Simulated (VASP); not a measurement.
A run of VASP 6.6.1 is set up as follows.

File INCAR:

```
PREC     = Accurate       # precision mode
ENCUT    = 520            # plane-wave cutoff, eV
EDIFF    = 1E-6           # SCF threshold, eV
ISMEAR   = -1             # smearing method
SIGMA    = 0.2146         # smearing width, eV
LREAL    = Auto         
LASPH    = True           # aspherical terms in the spheres
NELM     = 80             # most SCF steps
ALGO     = Normal         # electronic algorithm
ISIF     = 2              # what is computed and relaxed
LWAVE    = False          # write WAVECAR
LCHARG   = False          # write CHGCAR
GGA      = PE             # functional
ISYM     = 0            
NBANDS   = 98             # bands
```

Contents of KPOINTS:

```
Automatic mesh
0
Gamma
  1 1 1
  0.25 0.25 0.25
```

File POSCAR:

```
Si3Ni7
1.0
    6.3191000000      0.0520890000     -0.0979460000
    0.0520890000      6.2804780000      0.1071670000
   -0.0979460000      0.1071670000      6.3162060000
Ni Si
14 6
Direct
    0.1677574179      0.1595842530      0.7694186989
    0.3554710887      0.6360259153      0.3154525014
    0.5669199812      0.3800108458      0.7966066848
    0.2962144482      0.2813621897      0.3795519460
    0.9397191613      0.4010796105      0.4602657409
    0.2805023722      0.4052306346      0.0117370671
    0.7020307694      0.7314135398      0.6933129969
    0.9318149072      0.7102200706      0.0981380893
    0.6936121160      0.8950380291      0.3587278489
    0.7587193252      0.1617692777      0.6301910031
    0.0796985420      0.8857275975      0.4459571749
    0.2006894906      0.8772750530      0.0306121740
    0.2406581980      0.5639518315      0.6632012132
    0.6256233131      0.3658735079      0.2198381014
    0.4513018839     -0.0299676933      0.5869024478
   -0.0905118186      0.3773200589      0.8607905554
    0.9834943668      0.1421517132      0.1928490563
    0.5457357088      0.6430247427      1.0221656161
    0.4432435751      0.0650747351      0.0711734340
   -0.0871269188      0.9492939616      0.8292432642
```

Potentials or basis: VASP PAW PBE potentials, release 64 (Ni, Si).

Run with:

```bash
$ cat potpaw_PBE.64/Ni/POTCAR potpaw_PBE.64/Si/POTCAR > POTCAR
$ mpirun -np 1 vasp_std > vasp.out
```

(1) Estimate the largest force.

(2) Estimate the pressure.

(3) Predict the band gap on the k mesh.

## Answers

(1) 4.612 eV/Å.

(2) 5.0 GPa.

(3) 0.21 eV.

Caveat: the k points lie up to 1.00 Å⁻¹ apart.
